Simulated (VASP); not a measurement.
# Al (Fm-3m) in VASP: further runs, part 2 of 2

VASP 6.6.1. The steps go on from the part before.

## Step 3: Single point, PBEsol

This run uses another cell than the first one, of 14.66 Å³/atom.

The input, INCAR:

```
PREC = Accurate
ENCUT = 520
EDIFF = 1E-6
ISMEAR = -1
SIGMA = 0.05
LREAL = F
LASPH = T
NELM = 100
ALGO = Normal
ISIF = 2
LWAVE = F
LCHARG = T
GGA = PS
LELF = T
LVHAR = T
NBANDS = 8
```

The input, KPOINTS:

```
regular mesh
0
Gamma
  24 24 24
```

The input, POSCAR:

```
Al
1.0
    0.0000000000      1.9424443199      1.9424443199
    1.9424443199      0.0000000000      1.9424443199
    1.9424443199      1.9424443199      0.0000000000
Al
1
Direct
    0.0000000000      0.0000000000      0.0000000000
```

Potentials or basis: VASP PAW PBE potentials, release 64 (Al).

Launch:

```sh
> cat potpaw_PBE.64/Al/POTCAR > POTCAR
> mpirun -np 1 vasp_std > vasp.out
```

OUTCAR:

```text
PREC = Accurate
   ENCUT = 520
   EDIFF = 1E-6
   ISMEAR = -1
   LREAL = F
   LASPH = T
   NELM = 100
   ISIF = 2
   GGA = PS

 ion  position               nearest neighbor table
   1  0.000  0.000  0.000-

  LATTYP: Found a face centered cubic cell.
 ALAT       =     3.8848886398

  Lattice vectors:

 A1 = (   0.0000000000,   1.9424443199,   1.9424443199)
 A2 = (   1.9424443199,   0.0000000000,   1.9424443199)
 A3 = (   1.9424443199,   1.9424443199,   0.0000000000)

Analysis of symmetry for initial positions (statically):
=====================================================================
 Subroutine PRICEL returns:
 Original cell was already a primitive cell.

 Routine SETGRP: Setting up the symmetry group for a
 face centered cubic supercell.

 Subroutine GETGRP returns: Found 48 space group operations
 (whereof 48 operations were pure point group operations)
 out of a pool of 48 trial point group operations.

The static configuration has the point symmetry O_h .

Analysis of symmetry for dynamics (positions and initial velocities):
=====================================================================
 Subroutine PRICEL returns:
 Original cell was already a primitive cell.

 Routine SETGRP: Setting up the symmetry group for a
 face centered cubic supercell.

 Subroutine GETGRP returns: Found 48 space group operations
 (whereof 48 operations were pure point group operations)
 out of a pool of 48 trial point group operations.

The dynamic configuration has the point symmetry O_h .

 Subroutine INISYM returns: Found 48 space group operations
 (whereof 48 operations are pure point group operations),
 and found     1 'primitive' translations

----------------------------------------------------------------------------------------

                                     Primitive cell

  volume of cell :      14.6580

  direct lattice vectors                    reciprocal lattice vectors
     0.000000000  1.942444320  1.942444320    -0.257407636  0.257407636  0.257407636
     1.942444320  0.000000000  1.942444320     0.257407636 -0.257407636  0.257407636
     1.942444320  1.942444320  0.000000000     0.257407636  0.257407636 -0.257407636

  length of vectors
     2.747031101  2.747031101  2.747031101     0.445843103  0.445843103  0.445843103

  position of ions in fractional coordinates (direct lattice)
     0.000000000  0.000000000  0.000000000

  ion indices of the primitive-cell ions
   primitive index   ion index
                 1           1

----------------------------------------------------------------------------------------

 KPOINTS: regular mesh

Automatic generation of k-mesh.
 Grid dimensions read from file:
 generate k-points for:   24   24   24

 Generating k-lattice:

  Cartesian coordinates                     Fractional coordinates (reciprocal lattice)
    -0.010725318  0.010725318  0.010725318     0.041666667  0.000000000  0.000000000
     0.010725318 -0.010725318  0.010725318     0.000000000  0.041666667  0.000000000
     0.010725318  0.010725318 -0.010725318     0.000000000  0.000000000  0.041666667

  Length of vectors
     0.018576796  0.018576796  0.018576796

  Shift w.r.t. Gamma in fractional coordinates (k-lattice)
     0.000000000  0.000000000  0.000000000

 Subroutine IBZKPT returns following result:
 ===========================================

 Found    413 irreducible k-points:

 Following reciprocal coordinates:
            Coordinates               Weight
  0.000000  0.000000  0.000000      1.000000
  0.041667  0.000000  0.000000      8.000000
  0.083333  0.000000  0.000000      8.000000
  0.125000  0.000000  0.000000      8.000000
  0.166667  0.000000  0.000000      8.000000
  0.208333  0.000000  0.000000      8.000000
[... 16 lines left out ...]
  0.416667  0.041667  0.000000     24.000000
  0.458333  0.041667  0.000000     24.000000
 [... further k-points ...]
   k-points           NKPTS =    413   k-points in BZ     NKDIM =    413   number of bands    NBANDS=      8
   number of dos      NEDOS =    301   number of ions     NIONS =      1
   total plane-waves  NPLWV =   8000
   dimension x,y,z NGX =    20 NGY =   20 NGZ =   20
   dimension x,y,z NGXF=    40 NGYF=   40 NGZF=   40
   ions per type =               1
   NGX,Y,Z   is equivalent  to a cutoff of  12.10, 12.10, 12.10 a.u.
   NGXF,Y,Z  is equivalent  to a cutoff of  24.21, 24.21, 24.21 a.u.
 SYSTEM =  unknown system
   PREC   = accura    normal or accurate (medium, high low for compatibility)
   ISTART =      0    job   : 0-new  1-cont  2-samecut
   ICHARG =      2    charge: 1-file 2-atom 10-const
   ISPIN  =      1    spin polarized calculation?
   LNONCOLLINEAR =      F non collinear calculations
   LSORBIT =      F    spin-orbit coupling
   LASPH  =      T    aspherical Exc in radial PAW
   ENCUT  =  520.0 eV  38.22 Ry    6.18 a.u.   5.11  5.11  5.11*2*pi/ulx,y,z
   NELM   =    100;   NELMIN=  2; NELMDL= -5     # of ELM steps
   EDIFF  = 0.1E-05   stopping-criterion for ELM
   LREAL  =      F    real-space projection
   EDIFFG = 0.1E-04   stopping-criterion for IOM
   NSW    =      0    number of steps for IOM
   IBRION =     -1    ionic relax: 0-MD 1-quasi-New 2-CG
   NFREE  =      0    steps in history (QN), initial steepest desc. (CG)
   ISIF   =      2    stress and relaxation
   ISYM   =      2    0-nonsym 1-usesym 2-fastsym
   POTIM  = 0.5000    time-step for ionic-motion
   TEBEG  =    0.0;   TEEND  =   0.0 temperature during run
   PSTRESS=    0.0 pullay stress
   NELECT =       3.0000    total number of electrons
   NUPDOWN=      -1.0000    fix difference up-down
   EMIN   =  10.00;   EMAX   =-10.00  energy-range for DOS
   EFERMI =   0.00;   METHOD = LEGACY
   ISMEAR =    -1;   SIGMA  =   0.05  broadening in eV -4-tet -1-fermi 0-gaus
   EFERMI_NEDOS =   21; number of points for ismear=-14 and -15
   IALGO  =     38    algorithm
   IMIX   =      4    mixing-type and parameters
     AMIX     =   0.40;   BMIX     =  1.00
     AMIX_MAG =   1.60;   BMIX_MAG =  1.00
  volume/ion in A,a.u.               =      14.66        98.92
  Fermi-wavevector in a.u.,A,eV,Ry     =   0.964769  1.823149 12.664020  0.930779
  Thomas-Fermi vector in A             =   2.094429
   LORBIT       =      0    0 simple, 1 ext, 2 COOP (PROOUT), +10 PAW based schemes
   GGA     = PS    functional components
   LHFCALC =     F    Hartree Fock is set to
   AEXX    =    0.0000 exact exchange contribution
   IVDW    =     0    specifies the selected vdW correction
   LEPSILON=     F    determine dielectric tensor
   LRPA    =     F    only Hartree local field effects (RPA)
 non-spin polarized calculation
  energy-cutoff  :      520.00
  volume of cell :       14.66
 maximum number of plane-waves:       411
   NGX = 11   NGY = 11   NGZ = 11

 number of electron       3.0000000 magnetization

 Free energy of the ion-electron system (eV)
  ---------------------------------------------------
  ext. energy  EPLUGINS =         0.00000000
  ---------------------------------------------------
  free energy    TOTEN  =        -4.04870158 eV

  energy without entropy =       -4.04586524  energy(sigma->0) =       -4.04728341

 E-fermi :   9.2569     XC(G=0): -10.6965

 val. band max:        9.2475393648   @ k =  -0.2500   0.2917   0.1250
 cond. band min:       9.2926934979   @ k =  -0.3750   0.4167   0.2083
 fundamental gap:      0.0451541331
 Fermi energy:         9.2568644549

 k-point     1 :       0.0000    0.0000    0.0000
  band No.  band energies     occupation
      1      -2.7338      2.00000
      2      22.5059      0.00000
      3      22.5059      0.00000
      4      22.5059      0.00000
      5      24.9410      0.00000
      6      24.9410      0.00000
      7      24.9410      0.00000
      8      26.6124      0.00000
[... 243 lines left out ...]
 k-point    24 :       0.4583    0.0417    0.0000
  band No.  band energies     occupation
      1       2.9773      2.00000
      2       6.1226      2.00000
      3      20.2780      0.00000
      4      20.6804      0.00000
      5      21.7942      0.00000
      6      23.1379      0.00000
      7      25.6243      0.00000
      8      26.7951      0.00000

 [... further k-points ...]

------------------------ aborting loop because EDIFF is reached ----------------------------------------

  FORCE on cell =-STRESS in cart. coord.  units (eV):
  Direction    XX          YY          ZZ          XY          YZ          ZX
  --------------------------------------------------------------------------------------
  -------------------------------------------------------------------------------------
  Total        0.9252869      0.9252869      0.9252869      0.0000000      0.0000000      0.0000000
  in kB      101.1372808    101.1372808    101.1372808      0.0000000      0.0000000      0.0000000
  external PRESSURE =     101.1372808 kB  Pullay stress =       0.0000000 kB

 VOLUME and BASIS-vectors are now :
 -----------------------------------------------------------------------------
  energy-cutoff  :      520.00
  volume of cell :       14.66
      direct lattice vectors                 reciprocal lattice vectors
     0.000000000  1.942444320  1.942444320    -0.257407636  0.257407636  0.257407636
     1.942444320  0.000000000  1.942444320     0.257407636 -0.257407636  0.257407636
     1.942444320  1.942444320  0.000000000     0.257407636  0.257407636 -0.257407636

 POSITION                                       TOTAL-FORCE (eV/Angst)
 -----------------------------------------------------------------------------------
      0.00000      0.00000      0.00000        -0.000000     -0.000000      0.000000
 -----------------------------------------------------------------------------------
    total drift:                                0.000000      0.000000     -0.000000

  FREE ENERGIE OF THE ION-ELECTRON SYSTEM (eV)
  ---------------------------------------------------
  free  energy   TOTEN  =        -4.0487015797 eV

  energy  without entropy=       -4.0458652372  energy(sigma->0) =       -4.04728341
```

stdout:

```text
POSCAR found type information on POSCAR Al
 POSCAR found :  1 types and       1 ions
 scaLAPACK will be used
 -----------------------------------------------------------------------------
|                                                                             |
|                                                                             |
|     You enforced a specific xc type in the INCAR file but a different       |
|     I HOPE YOU KNOW WHAT YOU ARE DOING!                                     |
|                                                                             |
 -----------------------------------------------------------------------------

 LDA part: xc-table for (Slater+PW92), standard interpolation
 POSCAR, INCAR and KPOINTS ok, starting setup
 FFT: planning ... GRIDC
 FFT: planning ... GRID_SOFT
 FFT: planning ... GRID
 WAVECAR not read
 entering main loop
```

Run time: 32 s. Hardware: 1 thread of Intel Xeon 8259CL, shared host; peak memory 0.15 GiB.

What came out:

```
Free energy            : -4.0487 eV
Pressure               : 10.1 GPa
Band gap on the k mesh : zero (an odd number of electrons rules out a gap without spin polarisation)
```

Caveat: the cell stands under pressure; the PAW data sets were made with another functional, which shifts forces and pressure a little.

## Step 4: Single point, PBEsol

This run uses another cell than the first one, of 15.03 Å³/atom.

The input, INCAR:

```
SYSTEM = Al
PREC = Accurate
ENCUT = 520
EDIFF = 1E-6
ISMEAR = -1
SIGMA = 0.05
LREAL = .False.
LASPH = .True.
NELM = 80
ALGO = Normal
ISIF = 2
LWAVE = .False.
LCHARG = .False.
GGA = PS
NBANDS = 8
```

The input, KPOINTS:

```
regular mesh
0
Gamma
  24 24 24
  0 0 0
```

The input, POSCAR:

```
Al
1.0
    0.0000000000      1.9588461796      1.9588461796
    1.9588461796      0.0000000000      1.9588461796
    1.9588461796      1.9588461796      0.0000000000
Al
1
Direct
    0.0000000000      0.0000000000      0.0000000000
```

Launch:

```sh
> cat potpaw_PBE.64/Al/POTCAR > POTCAR
> mpirun -np 1 vasp_std > vasp.out
```

Run time: 45 s. Hardware: 1 thread of Intel Xeon 8259CL, shared host; peak memory 0.16 GiB.

The run converged. Its results:

```yaml
Free_energy: -4.0688 eV
Pressure: 7.1 GPa
Band_gap_on_the_k_mesh: zero (an odd number of electrons rules out a gap without spin polarisation)
```

Levels at points of the mesh, in eV from the Fermi level:
```csv
k point,band 1,band 2,band 3,band 4
"(0.00, 0.00, 0.00)",-11.81,13.10,13.10,13.10
"(0.50, 0.00, 0.00)",-4.99,-4.53,11.85,11.85
"(0.50, 0.50, 0.00)",-3.16,-1.66,5.25,6.02
```

Caveat: the cell stands under pressure; the PAW data sets were made with another functional, which shifts forces and pressure a little.

## Step 5: Overview

| cell | gap on the mesh (eV) | pressure (GPa) |
| --- | --- | --- |
| a = 2.713 Å, angles 60.0°, 1 atom | none | 15.1 |
| a = 2.747 Å, angles 60.0°, 1 atom | none | 10.1 |
| a = 2.770 Å, angles 60.0°, 1 atom | none | 7.1 |

Alike in all rows: task single point; level PBEsol; potentials or basis VASP PAW PBE potentials, release 64 (Al); no spin polarisation; k mesh 24 × 24 × 24; cutoff (eV) 520; smearing fermi-dirac 0.05 eV.

Caveats: the cell stands under pressure; the PAW data sets were made with another functional, which shifts forces and pressure a little.

Total energies depend on the potentials used, so only differences within one code and one set of settings carry meaning.
